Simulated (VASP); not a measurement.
The system is Zn7O.

```
CELL_PARAMETERS angstrom
2.75000 0.00000 0.00000
-1.37500 2.38157 0.00000
0.00000 0.00000 16.25000
ATOMIC_POSITIONS crystal
Zn 0.33333 0.66667 0.73100
Zn 0.66667 0.33333 0.86500
Zn 0.33333 0.66667 0.46200
Zn 0.00000 0.00000 0.59600
Zn 0.00000 0.00000 0.00000
Zn 0.33333 0.66667 0.19300
Zn 0.00000 0.00000 0.32700
O 0.00000 0.00000 0.12000
```

```yaml
Program: VASP 6.6.1
Task: relaxation of cell and atoms
Functional: PBE
Potentials_or_basis: VASP PAW PBE potentials, release 64 (Zn, O)
Cutoff: 600 eV
k_mesh: 7 × 7 × 1
Occupations: gaussian, width 0.2 eV
Spin: no spin polarisation
```

At the start: pressure 7.9 GPa; volume 13.30 Å³/atom.

Q: How do energy, volume and symmetry change on relaxing?

A: Over 16 steps the energy falls by 60.1 meV/atom and the volume is 14.94 Å³/atom (+12.3 %); space group P3m1 (No. 156, to 0.1 Å) before and after.

The path:
| step | energy change (eV) | largest force (eV/Å) | pressure (GPa) | volume (Å³) |
| --- | --- | --- | --- | --- |
| 1 | 0.0000 | 0.8170 | 7.89 | 106.43 |
| 2 | -0.3552 | 0.8323 | -0.28 | 116.81 |
| 3 | -0.3664 | 0.8571 | -1.81 | 119.55 |
| 4 | -0.4365 | 0.2100 | -0.29 | 119.11 |
| 5 | -0.4375 | 0.2552 | -0.06 | 119.04 |
| 6 | -0.4446 | 0.1243 | -0.09 | 118.92 |
| 7 | -0.4512 | 0.2964 | -0.14 | 118.63 |
| 8 | -0.4547 | 0.2858 | -0.09 | 118.53 |
| 9 | -0.4639 | 0.2533 | 0.07 | 118.24 |
| 10 | -0.4558 | 0.4421 | 0.69 | 117.61 |
| 11 | -0.4661 | 0.2714 | 0.24 | 118.05 |
| 12 | -0.4709 | 0.2341 | 0.26 | 118.17 |
| 13 | -0.4746 | 0.1794 | 0.15 | 118.35 |
| 14 | -0.4749 | 0.1755 | 0.25 | 118.42 |
| 15 | -0.4777 | 0.1475 | 0.23 | 118.70 |
| 16 | -0.4811 | 0.0741 | -0.37 | 119.53 |

Final structure:
```cif
data_structure
_symmetry_space_group_name_H-M 'P 1'
_symmetry_Int_Tables_number 1
_cell_length_a 2.9741
_cell_length_b 2.9741
_cell_length_c 15.6032
_cell_angle_alpha 90.000
_cell_angle_beta 90.000
_cell_angle_gamma 120.000
_cell_volume 119.53
loop_
_atom_site_label
_atom_site_type_symbol
_atom_site_fract_x
_atom_site_fract_y
_atom_site_fract_z
_atom_site_occupancy
Zn1 Zn 0.33333 0.66667 0.73310 1
Zn2 Zn 0.66667 0.33333 0.86900 1
Zn3 Zn 0.33333 0.66667 0.46195 1
Zn4 Zn 0.00000 0.00000 0.59664 1
Zn5 Zn 0.00000 0.00000 0.99922 1
Zn6 Zn 0.33333 0.66667 0.18716 1
Zn7 Zn 0.00000 0.00000 0.32493 1
O1 O 0.00000 0.00000 0.12201 1
```

Caveat: the k points lie up to 0.40 Å⁻¹ apart in the final cell, too coarse for converged energies and pressures of a metal; the relaxation stopped at a loose force limit of 0.08 eV/Å, so its end isn't a converged minimum.
